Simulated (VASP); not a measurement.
# MgS (Fm-3m) in VASP: single point with LDA

Aim: the single point of MgS with LDA.

All numbers are computed with VASP 6.6.1; they aren't measurements. Logs are shortened: lines on timing, memory, paths and dates and some standing lists are left out, and cuts for length are marked.

## 1. The cell of the first run

Symmetry: Fm-3m, No. 225, cubic system. The conventional cell has a = 5.130 Å, b = 5.130 Å, c = 5.130 Å, α = 90.00°, β = 90.00°, γ = 90.00°. Mg (site symmetry m-3m) has 6 S at 2.56 Å within 3.4 Å. Within 3.4 Å of S (site symmetry m-3m) lie 6 Mg at 2.56 Å.

## 2. Single point, LDA

File INCAR:

```
SYSTEM = MgS
ALGO = Normal ; EDIFF = 1E-6
ENCUT = 600 ; GGA = CA
GGA_COMPAT = .False. ; ISIF = 2
ISMEAR = 0 ; LASPH = .True.
LCHARG = .False. ; LREAL = .False.
LWAVE = .False. ; NBANDS = 11
NELM = 120 ; PREC = Accurate
SIGMA = 0.02
```

File KPOINTS:

```
k-points
0
Gamma
  8 8 8
  0 0 0
```

File POSCAR:

```
MgS
1.0
    0.0000000000      2.5648455762      2.5648455762
    2.5648455762      0.0000000000      2.5648455762
    2.5648455762      2.5648455762      0.0000000000
Mg S
1 1
Direct
    0.0000000000      0.0000000000      0.0000000000
    0.5000000000      0.5000000000      0.5000000000
```

Potentials or basis: VASP PAW LDA potentials, release 64 (Mg, S).

The run is started by

```sh
$ cat potpaw_LDA.64/Mg/POTCAR potpaw_LDA.64/S/POTCAR > POTCAR
$ mpirun -np 1 vasp_std > vasp.out
```

OUTCAR:

```text
SYSTEM = MgS
   EDIFF = 1E-6
   ENCUT = 600
   GGA = CA
   ISIF = 2
   ISMEAR = 0
   LASPH = .True.
   LREAL = .False.
   NELM = 120
   PREC = Accurate

 ion  position               nearest neighbor table
   1  0.000  0.000  0.000-   2 2.56   2 2.56   2 2.56   2 2.56   2 2.56   2 2.56
   2  0.500  0.500  0.500-   1 2.56   1 2.56   1 2.56   1 2.56   1 2.56   1 2.56

  LATTYP: Found a face centered cubic cell.
 ALAT       =     5.1296911524

  Lattice vectors:

 A1 = (   0.0000000000,   2.5648455762,   2.5648455762)
 A2 = (   2.5648455762,   0.0000000000,   2.5648455762)
 A3 = (   2.5648455762,   2.5648455762,   0.0000000000)

Analysis of symmetry for initial positions (statically):
=====================================================================
 Subroutine PRICEL returns:
 Original cell was already a primitive cell.

 Routine SETGRP: Setting up the symmetry group for a
 face centered cubic supercell.

 Subroutine GETGRP returns: Found 48 space group operations
 (whereof 48 operations were pure point group operations)
 out of a pool of 48 trial point group operations.

The static configuration has the point symmetry O_h .

Analysis of symmetry for dynamics (positions and initial velocities):
=====================================================================
 Subroutine PRICEL returns:
 Original cell was already a primitive cell.

 Routine SETGRP: Setting up the symmetry group for a
 face centered cubic supercell.

 Subroutine GETGRP returns: Found 48 space group operations
 (whereof 48 operations were pure point group operations)
 out of a pool of 48 trial point group operations.

The dynamic configuration has the point symmetry O_h .

 Subroutine INISYM returns: Found 48 space group operations
 (whereof 48 operations are pure point group operations),
 and found     1 'primitive' translations

----------------------------------------------------------------------------------------

                                     Primitive cell

  volume of cell :      33.7453

  direct lattice vectors                    reciprocal lattice vectors
     0.000000000  2.564845576  2.564845576    -0.194943510  0.194943510  0.194943510
     2.564845576  0.000000000  2.564845576     0.194943510 -0.194943510  0.194943510
     2.564845576  2.564845576  0.000000000     0.194943510  0.194943510 -0.194943510

  length of vectors
     3.627239399  3.627239399  3.627239399     0.337652064  0.337652064  0.337652064

  position of ions in fractional coordinates (direct lattice)
     0.000000000  0.000000000  0.000000000
     0.500000000  0.500000000  0.500000000

  ion indices of the primitive-cell ions
   primitive index   ion index
                 1           1
                 2           2

----------------------------------------------------------------------------------------

 KPOINTS: k-points

Automatic generation of k-mesh.
 Grid dimensions read from file:
 generate k-points for:    8    8    8

 Generating k-lattice:

  Cartesian coordinates                     Fractional coordinates (reciprocal lattice)
    -0.024367939  0.024367939  0.024367939     0.125000000  0.000000000  0.000000000
     0.024367939 -0.024367939  0.024367939     0.000000000  0.125000000  0.000000000
     0.024367939  0.024367939 -0.024367939     0.000000000  0.000000000  0.125000000

  Length of vectors
     0.042206508  0.042206508  0.042206508

  Shift w.r.t. Gamma in fractional coordinates (k-lattice)
     0.000000000  0.000000000  0.000000000

 Subroutine IBZKPT returns following result:
 ===========================================

 Found     29 irreducible k-points:

 Following reciprocal coordinates:
            Coordinates               Weight
  0.000000  0.000000  0.000000      1.000000
  0.125000  0.000000  0.000000      8.000000
  0.250000  0.000000  0.000000      8.000000
  0.375000  0.000000  0.000000      8.000000
  0.500000  0.000000  0.000000      4.000000
  0.125000  0.125000  0.000000      6.000000
[... 16 lines left out ...]
  0.500000  0.250000  0.125000     48.000000
 -0.375000  0.250000  0.125000     24.000000
 [... further k-points ...]
   k-points           NKPTS =     29   k-points in BZ     NKDIM =     29   number of bands    NBANDS=     11
   number of dos      NEDOS =    301   number of ions     NIONS =      2
   total plane-waves  NPLWV =  27000
   dimension x,y,z NGX =    30 NGY =   30 NGZ =   30
   dimension x,y,z NGXF=    60 NGYF=   60 NGZF=   60
   ions per type =               1   1
   NGX,Y,Z   is equivalent  to a cutoff of  13.75, 13.75, 13.75 a.u.
   NGXF,Y,Z  is equivalent  to a cutoff of  27.50, 27.50, 27.50 a.u.
 SYSTEM =  MgS
   PREC   = accura    normal or accurate (medium, high low for compatibility)
   ISTART =      0    job   : 0-new  1-cont  2-samecut
   ICHARG =      2    charge: 1-file 2-atom 10-const
   ISPIN  =      1    spin polarized calculation?
   LNONCOLLINEAR =      F non collinear calculations
   LSORBIT =      F    spin-orbit coupling
   LASPH  =      T    aspherical Exc in radial PAW
   ENCUT  =  600.0 eV  44.10 Ry    6.64 a.u.   7.24  7.24  7.24*2*pi/ulx,y,z
   NELM   =    120;   NELMIN=  2; NELMDL= -5     # of ELM steps
   EDIFF  = 0.1E-05   stopping-criterion for ELM
   LREAL  =      F    real-space projection
   EDIFFG = 0.1E-04   stopping-criterion for IOM
   NSW    =      0    number of steps for IOM
   IBRION =     -1    ionic relax: 0-MD 1-quasi-New 2-CG
   NFREE  =      0    steps in history (QN), initial steepest desc. (CG)
   ISIF   =      2    stress and relaxation
   ISYM   =      2    0-nonsym 1-usesym 2-fastsym
   POTIM  = 0.5000    time-step for ionic-motion
   TEBEG  =    0.0;   TEEND  =   0.0 temperature during run
   PSTRESS=    0.0 pullay stress
   NELECT =       8.0000    total number of electrons
   NUPDOWN=      -1.0000    fix difference up-down
   EMIN   =  10.00;   EMAX   =-10.00  energy-range for DOS
   EFERMI =   0.00;   METHOD = LEGACY
   ISMEAR =     0;   SIGMA  =   0.02  broadening in eV -4-tet -1-fermi 0-gaus
   EFERMI_NEDOS =   21; number of points for ismear=-14 and -15
   IALGO  =     38    algorithm
   IMIX   =      4    mixing-type and parameters
     AMIX     =   0.40;   BMIX     =  1.00
     AMIX_MAG =   1.60;   BMIX_MAG =  1.00
  volume/ion in A,a.u.               =      16.87       113.86
  Fermi-wavevector in a.u.,A,eV,Ry     =   1.013212  1.914693 13.967718  1.026598
  Thomas-Fermi vector in A             =   2.146367
   LORBIT       =      0    0 simple, 1 ext, 2 COOP (PROOUT), +10 PAW based schemes
   GGA     = CA    functional components
   LHFCALC =     F    Hartree Fock is set to
   AEXX    =    0.0000 exact exchange contribution
   IVDW    =     0    specifies the selected vdW correction
   LEPSILON=     F    determine dielectric tensor
   LRPA    =     F    only Hartree local field effects (RPA)
 non-spin polarized calculation
 Gauss-broadening in eV      SIGMA  =   0.02
  energy-cutoff  :      600.00
  volume of cell :       33.75
 maximum number of plane-waves:      1158
 NGX is ok and might be reduce to    30
   NGX = 15   NGY = 15   NGZ = 15

 number of electron       8.0000001 magnetization

 Free energy of the ion-electron system (eV)
  ---------------------------------------------------
  ext. energy  EPLUGINS =         0.00000000
  ---------------------------------------------------
  free energy    TOTEN  =        -9.59240470 eV

  energy without entropy =       -9.59240470  energy(sigma->0) =       -9.59240470

 E-fermi :   4.1297     XC(G=0): -10.1648

 val. band max:        3.9742690890   @ k =   0.0000   0.0000   0.0000
 cond. band min:       6.6226887773   @ k =   0.5000   0.5000   0.0000
 fundamental gap:      2.6484196882
 Fermi energy:         4.1296569887

 k-point     1 :       0.0000    0.0000    0.0000
  band No.  band energies     occupation
      1      -8.9179      2.00000
      2       3.9743      2.00000
      3       3.9743      2.00000
      4       3.9743      2.00000
      5       7.8108      0.00000
      6      11.7807      0.00000
      7      11.7807      0.00000
      8      11.7807      0.00000
      9      14.2834      0.00000
     10      14.2834      0.00000
     11      16.4274      0.00000

 k-point     2 :       0.1250    0.0000    0.0000
  band No.  band energies     occupation
      1      -8.7541      2.00000
      2       2.8695      2.00000
      3       3.8625      2.00000
      4       3.8625      2.00000
      5       8.6073      0.00000
      6      11.4944      0.00000
      7      12.0484      0.00000
      8      12.0484      0.00000
      9      13.6343      0.00000
     10      13.6343      0.00000
     11      16.6973      0.00000

 k-point     3 :       0.2500    0.0000    0.0000
  band No.  band energies     occupation
      1      -8.3072      2.00000
      2       1.0078      2.00000
      3       3.6208      2.00000
      4       3.6208      2.00000
      5       8.9068      0.00000
      6      11.6905      0.00000
      7      11.6905      0.00000
      8      12.3676      0.00000
      9      14.2183      0.00000
     10      14.2183      0.00000
     11      15.8722      0.00000

 k-point     4 :       0.3750    0.0000    0.0000
  band No.  band energies     occupation
      1      -7.7520      2.00000
      2      -0.5369      2.00000
      3       3.4097      2.00000
      4       3.4097      2.00000
      5       8.5650      0.00000
      6      11.0159      0.00000
      7      11.0159      0.00000
      8      13.9703      0.00000
      9      15.5294      0.00000
     10      16.2475      0.00000
     11      16.2475      0.00000

 k-point     5 :       0.5000    0.0000    0.0000
  band No.  band energies     occupation
      1      -7.4703      2.00000
      2      -1.1651      2.00000
      3       3.3294      2.00000
      4       3.3294      2.00000
      5       8.4134      0.00000
      6      10.7650      0.00000
      7      10.7650      0.00000
      8      14.2775      0.00000
      9      16.1633      0.00000
     10      18.5185      0.00000
     11      18.5185      0.00000
[... 211 lines left out ...]
 k-point    21 :       0.5000    0.5000    0.0000
  band No.  band energies     occupation
      1      -7.0569      2.00000
      2      -0.5078      2.00000
      3       2.1677      2.00000
      4       2.1677      2.00000
      5       6.6227      0.00000
      6       8.0909      0.00000
      7      16.1908      0.00000
      8      16.8501      0.00000
      9      17.5068      0.00000
     10      17.5068      0.00000
     11      20.0136      0.00000

 k-point    22 :       0.3750    0.2500    0.1250
  band No.  band energies     occupation
      1      -7.9549      2.00000
      2       0.7339      2.00000
      3       2.3932      2.00000
      4       3.2369      2.00000
      5       9.7640      0.00000
      6      10.3097      0.00000
      7      11.0491      0.00000
      8      13.1991      0.00000
      9      14.0862      0.00000
     10      17.0336      0.00000
     11      18.9154      0.00000

 k-point    23 :       0.5000    0.2500    0.1250
  band No.  band energies     occupation
      1      -7.4824      2.00000
      2      -0.1817      2.00000
      3       1.8202      2.00000
      4       2.8974      2.00000
      5       9.5240      0.00000
      6      10.2996      0.00000
      7      11.7402      0.00000
      8      13.0109      0.00000
      9      15.7044      0.00000
     10      18.3076      0.00000
     11      18.9730      0.00000

 k-point    24 :      -0.3750    0.2500    0.1250
  band No.  band energies     occupation
      1      -7.2523      2.00000
      2      -0.6165      2.00000
      3       1.6703      2.00000
      4       2.7245      2.00000
      5       9.4657      0.00000
      6      10.0161      0.00000
      7      12.3718      0.00000
      8      13.4680      0.00000
      9      16.2654      0.00000
     10      17.3821      0.00000
     11      19.5928      0.00000

 [... further k-points ...]

------------------------ aborting loop because EDIFF is reached ----------------------------------------

  FORCE on cell =-STRESS in cart. coord.  units (eV):
  Direction    XX          YY          ZZ          XY          YZ          ZX
  --------------------------------------------------------------------------------------
  -------------------------------------------------------------------------------------
  Total       -0.1250541     -0.1250541     -0.1250541      0.0000000      0.0000000     -0.0000000
  in kB       -5.9373818     -5.9373818     -5.9373818      0.0000000      0.0000000     -0.0000000
  external PRESSURE =      -5.9373818 kB  Pullay stress =       0.0000000 kB

 VOLUME and BASIS-vectors are now :
 -----------------------------------------------------------------------------
  energy-cutoff  :      600.00
  volume of cell :       33.75
      direct lattice vectors                 reciprocal lattice vectors
     0.000000000  2.564845576  2.564845576    -0.194943510  0.194943510  0.194943510
     2.564845576  0.000000000  2.564845576     0.194943510 -0.194943510  0.194943510
     2.564845576  2.564845576  0.000000000     0.194943510  0.194943510 -0.194943510

 POSITION                                       TOTAL-FORCE (eV/Angst)
 -----------------------------------------------------------------------------------
      0.00000      0.00000      0.00000        -0.000000     -0.000000      0.000000
      2.56485      2.56485      2.56485         0.000000      0.000000     -0.000000
 -----------------------------------------------------------------------------------
    total drift:                               -0.000000     -0.000000      0.000000

  FREE ENERGIE OF THE ION-ELECTRON SYSTEM (eV)
  ---------------------------------------------------
  free  energy   TOTEN  =        -9.5924047011 eV

  energy  without entropy=       -9.5924047011  energy(sigma->0) =       -9.59240470
```

Run time: 16 s. Hardware: 1 thread of Intel Xeon 8259CL, shared host; peak memory 0.15 GiB.

What came out:

- Free energy: -9.5924 eV
- Pressure: -0.6 GPa
- Band gap on the k mesh: 2.65 eV (least direct gap 3.84 eV)

Levels at points of the mesh, in eV from the valence-band top:
| k point | band 1 | band 2 | band 3 | band 4 | band 5 | band 6 | band 7 | band 8 |
| --- | --- | --- | --- | --- | --- | --- | --- | --- |
| (0.00, 0.00, 0.00) | -12.89 | 0.00 | 0.00 | 0.00 | 3.84 | 7.81 | 7.81 | 7.81 |
| (0.50, 0.00, 0.00) | -11.44 | -5.14 | -0.64 | -0.64 | 4.44 | 6.79 | 6.79 | 10.30 |
| (0.50, 0.50, 0.00) | -11.03 | -4.48 | -1.81 | -1.81 | 2.65 | 4.12 | 12.22 | 12.88 |

A k mesh can miss the band edges.
